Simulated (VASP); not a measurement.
# Ag in VASP: notebook

The runs below take Ag through single point, with PBEsol, LDA.

All numbers are computed with VASP 6.6.1; they aren't measurements. Logs are shortened: lines on timing, memory, paths and dates and some standing lists are left out, and cuts for length are marked.

## (1) The cell of the first run

The typed cell holds 3 atoms: a = 7.403 Å, b = 7.403 Å, c = 7.403 Å, α = 22.96°, β = 22.96°, γ = 22.96°.

## (2) Single point, PBEsol (atoms moved at random)

Contents of INCAR:

```
SYSTEM = Ag
PREC = Accurate
ENCUT = 520
EDIFF = 1E-6
ISMEAR = -1
SIGMA = 0.05
LREAL = .False.
LASPH = .True.
NELM = 60
ALGO = Fast
ISIF = 2
LWAVE = .False.
LCHARG = .True.
GGA = PS
LELF = .True.
LVHAR = .True.
NBANDS = 24
```

Contents of KPOINTS:

```
Automatic mesh
0
Gamma
  10 10 10
  0 0 0
```

Contents of POSCAR:

```
Ag
1.0
    1.4730471633      0.8504641763      7.2046500000
   -1.4730471633      0.8504641763      7.2046500000
    0.0000000000     -1.7009283525      7.2046500000
Ag
3
Direct
    0.2026410000      0.2191140000      0.2408080000
    0.7812640000      0.7648400000      0.7880730000
   -0.0257970000      0.0076110000      0.0182910000
```

Potentials or basis: VASP PAW PBE potentials, release 64 (Ag).

Command:

```
$ cat potpaw_PBE.64/Ag/POTCAR > POTCAR
$ mpirun -np 1 vasp_std > vasp.out
```

OUTCAR:

```text
SYSTEM = Ag
   PREC = Accurate
   ENCUT = 520
   EDIFF = 1E-6
   ISMEAR = -1
   LREAL = .False.
   LASPH = .True.
   NELM = 60
   ISIF = 2
   GGA = PS

 ion  position               nearest neighbor table
   1  0.203  0.219  0.241-   2 2.90   2 2.90   2 2.95   3 2.96   3 2.97   3 2.98
   2  0.781  0.765  0.788-   1 2.90   1 2.90   3 2.92   3 2.94   1 2.95   3 2.99
   3  0.974  0.008  0.018-   2 2.92   2 2.94   1 2.96   1 2.97   1 2.98   2 2.99

  LATTYP: Found a trigonal (rhomboedric) cell.
 ALAT       =     7.4027115899
 COS(alpha) =     0.9208079399

  Lattice vectors:

 A1 = (   1.4730471633,   0.8504641763,   7.2046500000)
 A2 = (  -1.4730471633,   0.8504641763,   7.2046500000)
 A3 = (   0.0000000000,  -1.7009283525,   7.2046500000)

Analysis of symmetry for initial positions (statically):
=====================================================================
 Subroutine PRICEL returns:
 Original cell was already a primitive cell.

 Routine SETGRP: Setting up the symmetry group for a
 trigonal (rhombohedral) supercell.

 Subroutine GETGRP returns: Found  1 space group operations
 (whereof  1 operations were pure point group operations)
 out of a pool of 12 trial point group operations.

The static configuration has the point symmetry C_1 .

Analysis of symmetry for dynamics (positions and initial velocities):
=====================================================================
 Subroutine PRICEL returns:
 Original cell was already a primitive cell.

 Routine SETGRP: Setting up the symmetry group for a
 trigonal (rhombohedral) supercell.

 Subroutine GETGRP returns: Found  1 space group operations
 (whereof  1 operations were pure point group operations)
 out of a pool of 12 trial point group operations.

The dynamic configuration has the point symmetry C_1 .

 Subroutine INISYM returns: Found  1 space group operations
 (whereof  1 operations are pure point group operations),
 and found     1 'primitive' translations

----------------------------------------------------------------------------------------

                                     Primitive cell

  volume of cell :      54.1548

  direct lattice vectors                    reciprocal lattice vectors
     1.473047163  0.850464176  7.204650000     0.339432445  0.195971413  0.046266416
    -1.473047163  0.850464176  7.204650000    -0.339432445  0.195971413  0.046266416
     0.000000000 -1.700928353  7.204650000     0.000000000 -0.391942827  0.046266416

  length of vectors
     7.402711590  7.402711590  7.402711590     0.394664111  0.394664111  0.394664111

  position of ions in fractional coordinates (direct lattice)
     0.202641000  0.219114000  0.240808000
     0.781264000  0.764840000  0.788073000
     0.974203000  0.007611000  0.018291000

  ion indices of the primitive-cell ions
   primitive index   ion index
                 1           1
                 2           2
                 3           3

----------------------------------------------------------------------------------------

 KPOINTS: Automatic mesh

Automatic generation of k-mesh.
 Grid dimensions read from file:
 generate k-points for:   10   10   10

 Generating k-lattice:

  Cartesian coordinates                     Fractional coordinates (reciprocal lattice)
     0.033943244  0.019597141  0.004626642     0.100000000  0.000000000 -0.000000000
    -0.033943244  0.019597141  0.004626642     0.000000000  0.100000000 -0.000000000
     0.000000000 -0.039194283  0.004626642    -0.000000000 -0.000000000  0.100000000

  Length of vectors
     0.039466411  0.039466411  0.039466411

  Shift w.r.t. Gamma in fractional coordinates (k-lattice)
     0.000000000  0.000000000  0.000000000

 Subroutine IBZKPT returns following result:
 ===========================================

 Found    504 irreducible k-points:

 Following reciprocal coordinates:
            Coordinates               Weight
  0.000000  0.000000  0.000000      1.000000
  0.100000 -0.000000 -0.000000      2.000000
 -0.000000  0.100000 -0.000000      2.000000
  0.000000  0.000000  0.100000      2.000000
  0.200000 -0.000000 -0.000000      2.000000
 -0.000000  0.200000 -0.000000      2.000000
[... 16 lines left out ...]
 -0.100000 -0.200000  0.000000      2.000000
  0.100000 -0.000000  0.200000      2.000000
 [... further k-points ...]
   k-points           NKPTS =    504   k-points in BZ     NKDIM =    504   number of bands    NBANDS=     24
   number of dos      NEDOS =    301   number of ions     NIONS =      3
   total plane-waves  NPLWV = 175616
   dimension x,y,z NGX =    56 NGY =   56 NGZ =   56
   dimension x,y,z NGXF=   112 NGYF=  112 NGZF=  112
   ions per type =               3
   NGX,Y,Z   is equivalent  to a cutoff of  12.58, 12.58, 12.58 a.u.
   NGXF,Y,Z  is equivalent  to a cutoff of  25.15, 25.15, 25.15 a.u.
 SYSTEM =  Ag
   PREC   = accura    normal or accurate (medium, high low for compatibility)
   ISTART =      0    job   : 0-new  1-cont  2-samecut
   ICHARG =      2    charge: 1-file 2-atom 10-const
   ISPIN  =      1    spin polarized calculation?
   LNONCOLLINEAR =      F non collinear calculations
   LSORBIT =      F    spin-orbit coupling
   LASPH  =      T    aspherical Exc in radial PAW
   ENCUT  =  520.0 eV  38.22 Ry    6.18 a.u.  13.76 13.76 13.76*2*pi/ulx,y,z
   NELM   =     60;   NELMIN=  2; NELMDL= -5     # of ELM steps
   EDIFF  = 0.1E-05   stopping-criterion for ELM
   LREAL  =      F    real-space projection
   EDIFFG = 0.1E-04   stopping-criterion for IOM
   NSW    =      0    number of steps for IOM
   IBRION =     -1    ionic relax: 0-MD 1-quasi-New 2-CG
   NFREE  =      0    steps in history (QN), initial steepest desc. (CG)
   ISIF   =      2    stress and relaxation
   ISYM   =      2    0-nonsym 1-usesym 2-fastsym
   POTIM  = 0.5000    time-step for ionic-motion
   TEBEG  =    0.0;   TEEND  =   0.0 temperature during run
   PSTRESS=    0.0 pullay stress
   NELECT =      33.0000    total number of electrons
   NUPDOWN=      -1.0000    fix difference up-down
   EMIN   =  10.00;   EMAX   =-10.00  energy-range for DOS
   EFERMI =   0.00;   METHOD = LEGACY
   ISMEAR =    -1;   SIGMA  =   0.05  broadening in eV -4-tet -1-fermi 0-gaus
   EFERMI_NEDOS =   21; number of points for ismear=-14 and -15
   IALGO  =     68    algorithm
   IMIX   =      4    mixing-type and parameters
     AMIX     =   0.40;   BMIX     =  1.00
     AMIX_MAG =   1.60;   BMIX_MAG =  1.00
  volume/ion in A,a.u.               =      18.05       121.82
  Fermi-wavevector in a.u.,A,eV,Ry     =   1.387929  2.622805 26.209536  1.926347
  Thomas-Fermi vector in A             =   2.512103
   LORBIT       =      0    0 simple, 1 ext, 2 COOP (PROOUT), +10 PAW based schemes
   GGA     = PS    functional components
   LHFCALC =     F    Hartree Fock is set to
   AEXX    =    0.0000 exact exchange contribution
   IVDW    =     0    specifies the selected vdW correction
   LEPSILON=     F    determine dielectric tensor
   LRPA    =     F    only Hartree local field effects (RPA)
 non-spin polarized calculation
 RMM-DIIS sequential band-by-band and
  energy-cutoff  :      520.00
  volume of cell :       54.15
 maximum number of plane-waves:      1494
   NGX = 27   NGY = 27   NGZ = 27

 number of electron      33.0000001 magnetization

 Free energy of the ion-electron system (eV)
  ---------------------------------------------------
  ext. energy  EPLUGINS =         0.00000000
  ---------------------------------------------------
  free energy    TOTEN  =        -9.78869301 eV

  energy without entropy =       -9.78049610  energy(sigma->0) =       -9.78459456

 E-fermi :   7.3881     XC(G=0): -12.0725

 val. band max:        7.3849012726   @ k =  -0.4000   0.1000   0.1000
 cond. band min:       7.4171564199   @ k =   0.3000   0.4000   0.4000
 fundamental gap:      0.0322551473
 Fermi energy:         7.3881092941

 k-point     1 :       0.0000    0.0000    0.0000
  band No.  band energies     occupation
      1       0.0461      2.00000
      2       1.5152      2.00000
      3       1.5454      2.00000
      4       2.8791      2.00000
      5       2.8900      2.00000
      6       2.9025      2.00000
[... 16 lines left out ...]
     23      24.3126      0.00000
     24      25.2930      0.00000

 k-point     2 :       0.1000   -0.0000   -0.0000
  band No.  band energies     occupation
      1       0.3106      2.00000
      2       1.6874      2.00000
      3       1.7298      2.00000
      4       2.7874      2.00000
      5       2.7900      2.00000
      6       2.9933      2.00000
[... 16 lines left out ...]
     23      23.5264      0.00000
     24      23.9128      0.00000

 k-point     3 :      -0.0000    0.1000   -0.0000
  band No.  band energies     occupation
      1       0.3118      2.00000
      2       1.6927      2.00000
      3       1.7311      2.00000
      4       2.7735      2.00000
      5       2.8021      2.00000
      6       2.9976      2.00000
[... 16 lines left out ...]
     23      23.5936      0.00000
     24      23.8779      0.00000

 k-point     4 :       0.0000    0.0000    0.1000
  band No.  band energies     occupation
      1       0.3117      2.00000
      2       1.6922      2.00000
      3       1.7313      2.00000
      4       2.7755      2.00000
      5       2.8002      2.00000
      6       2.9973      2.00000
[... 16 lines left out ...]
     23      23.5871      0.00000
     24      23.8868      0.00000

 k-point     5 :       0.2000   -0.0000   -0.0000
  band No.  band energies     occupation
      1       1.0047      2.00000
      2       2.0025      2.00000
      3       2.0649      2.00000
      4       2.4744      2.00000
      5       2.5957      2.00000
      6       2.7894      2.00000
[... 451 lines left out ...]
 k-point    22 :      -0.0000    0.2000    0.1000
  band No.  band energies     occupation
      1       0.8242      2.00000
      2       1.9379      2.00000
      3       2.0608      2.00000
      4       2.5369      2.00000
      5       2.6522      2.00000
      6       2.7889      2.00000
[... 16 lines left out ...]
     23      20.9200      0.00000
     24      21.6799      0.00000

 k-point    23 :      -0.1000   -0.2000    0.0000
  band No.  band energies     occupation
      1       0.8274      2.00000
      2       1.9493      2.00000
      3       2.0677      2.00000
      4       2.5389      2.00000
      5       2.6587      2.00000
      6       2.7673      2.00000
[... 16 lines left out ...]
     23      20.9336      0.00000
     24      21.6834      0.00000

 k-point    24 :       0.1000   -0.0000    0.2000
  band No.  band energies     occupation
      1       0.8273      2.00000
      2       1.9489      2.00000
      3       2.0682      2.00000
      4       2.5396      2.00000
      5       2.6587      2.00000
      6       2.7654      2.00000
[... 16 lines left out ...]
     23      20.9361      0.00000
     24      21.6809      0.00000

 [... further k-points ...]
[... 5 lines left out ...]
  --------------------------------------------------------------------------------------
  -------------------------------------------------------------------------------------
  Total       -2.4143707     -2.3705398     -2.5351185     -0.0434709      0.0100004      0.0081867
  in kB      -71.4295184    -70.1327747    -75.0018602     -1.2860944      0.2958626      0.2422050
  external PRESSURE =     -72.1880511 kB  Pullay stress =       0.0000000 kB

 VOLUME and BASIS-vectors are now :
 -----------------------------------------------------------------------------
  energy-cutoff  :      520.00
  volume of cell :       54.15
      direct lattice vectors                 reciprocal lattice vectors
     1.473047163  0.850464176  7.204650000     0.339432445  0.195971413  0.046266416
    -1.473047163  0.850464176  7.204650000    -0.339432445  0.195971413  0.046266416
     0.000000000 -1.700928353  7.204650000     0.000000000 -0.391942827  0.046266416

 POSITION                                       TOTAL-FORCE (eV/Angst)
 -----------------------------------------------------------------------------------
     -0.02427     -0.05091      4.77353         0.009044      0.010505      0.144053
      0.02419     -0.02555     16.81693        -0.046505     -0.015418     -0.093929
      1.42384      0.80389      7.20541         0.037461      0.004913     -0.050124
 -----------------------------------------------------------------------------------
    total drift:                               -0.000005      0.000003     -0.000099

  FREE ENERGIE OF THE ION-ELECTRON SYSTEM (eV)
  ---------------------------------------------------
  free  energy   TOTEN  =        -9.7886930128 eV

  energy  without entropy=       -9.7804961000  energy(sigma->0) =       -9.78459456
```

It took 27 min on 1 thread of Intel Xeon Platinum 8488C (Sapphire Rapids), shared host; peak memory 0.79 GiB.

Results:

```
Free energy            : -9.7887 eV
Pressure               : -7.2 GPa
Largest force          : 0.145 eV/Å
Band gap on the k mesh : zero (an odd number of electrons rules out a gap without spin polarisation)
```

Forces in eV/Å, atoms in the order of the input:
```
Ag   0.009  0.011  0.144
Ag  -0.047 -0.015 -0.094
Ag   0.037  0.005 -0.050
```

Caveat: the cell differs from its parent crystal (atoms moved at random); the cell stands under tension; the PAW data sets were made with another functional, which shifts forces and pressure a little.

(Continued in part 2 of 2.)
